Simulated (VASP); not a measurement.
Mo5Rh, 6 atoms in the cell. It takes space group P4/mmm (No. 123, tetragonal). The conventional cell has a = 3.161 Å, b = 3.161 Å, c = 9.389 Å, α = 90.00°, β = 90.00°, γ = 90.00°. Mo (site symmetry 4mm) has 13 Mo at 2.68 to 3.17 Å and 1 Rh at 3.11 Å within 3.5 Å. Within 3.5 Å of Mo (site symmetry 4mm) lie 10 Mo at 2.68 to 3.25 Å and 4 Rh at 2.76 Å. Within 3.6 Å of Mo (site symmetry 4/mmm) lie 14 Mo at 2.74 to 3.16 Å. Within 3.6 Å of Rh (site symmetry 4/mmm) lie 10 Mo at 2.76 to 3.11 Å and 4 Rh at 3.16 Å. 

```yaml
Program: VASP 6.6.1
Task: single point
Functional: PBE
Potentials_or_basis: VASP PAW PBE potentials, release 64 (Mo_sv, Rh_pv)
Cutoff: 500 eV
k_mesh: 6 × 6 × 2
Occupations: gaussian, width 0.1 eV
Spin: no spin polarisation
Dipole_correction: no
Further_INCAR_settings: ALGO = Normal; EDIFF = 1e-06; NBANDS = 52
```

Potentials or basis: VASP PAW PBE potentials, release 64 (Mo_sv, Rh_pv).

The run is started by

```sh
$ cat potpaw_PBE.64/Mo_sv/POTCAR potpaw_PBE.64/Rh_pv/POTCAR > POTCAR
$ mpirun -np 1 vasp_std > vasp.out
```

Hardware: 1 thread of Intel Xeon 8259CL, on a shared host.

**Question.** Estimate the wall time of this run.

**Answer.** It took 2.6 min on 1 thread of Intel Xeon 8259CL, on a shared host, peak memory 0.23 GiB. Counts: scf iterations 17, k points 20.
